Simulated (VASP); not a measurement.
Set up this calculation in VASP 6.6.1, as the native input.

* Task: single point
* Functional: PBE
* Potentials or basis: VASP PAW PBE potentials, release 64 (Pb_d, Te)
* Cutoff: 520 eV
* k mesh: 12 × 12 × 12
* Occupations: fermi-dirac, width 0.05 eV
* Spin: no spin polarisation
* Dipole correction: no
* Further INCAR settings: ALGO = Normal; EDIFF = 1e-06; NBANDS = 17

The structure of TePb (zincblende type) lies in POSCAR:

```
TePb
1.0
    0.0000000000      3.3763816497      3.3763816497
    3.3763816497      0.0000000000      3.3763816497
    3.3763816497      3.3763816497      0.0000000000
Pb Te
1 1
Direct
    0.0000000000      0.0000000000      0.0000000000
    0.2500000000      0.2500000000      0.2500000000
```

One way to write it, as run:

INCAR

```
  PREC = Accurate
  ENCUT = 520
  EDIFF = 1E-6
  ISMEAR = -1
  SIGMA = 0.05
  LREAL = F
  LASPH = T
  NELM = 100
  ALGO = Normal
  ISIF = 2
  LWAVE = F
  LCHARG = T
  GGA = PE
  LELF = T
  LVHAR = T
  NBANDS = 17
```

KPOINTS

```
Automatic mesh
0
Gamma
  12 12 12
```

Potentials or basis: VASP PAW PBE potentials, release 64 (Pb_d, Te).

Command:

```console
$ cat potpaw_PBE.64/Pb_d/POTCAR potpaw_PBE.64/Te/POTCAR > POTCAR
$ mpirun -np 1 vasp_std > vasp.out
```

Results of the run:

The pressure is 10.1 GPa and the band gap on the k mesh is zero (bands 10 and 11 overlap by 0.09 eV).

Caveat: the cell stands under pressure; semilocal functionals underestimate gaps, so a narrow gap can read as zero; spin-orbit coupling is left out, which moves the levels of the heavy elements.

Run time: 2.2 min on 1 thread of Intel Xeon 8259CL, on a shared host, peak memory 0.27 GiB.
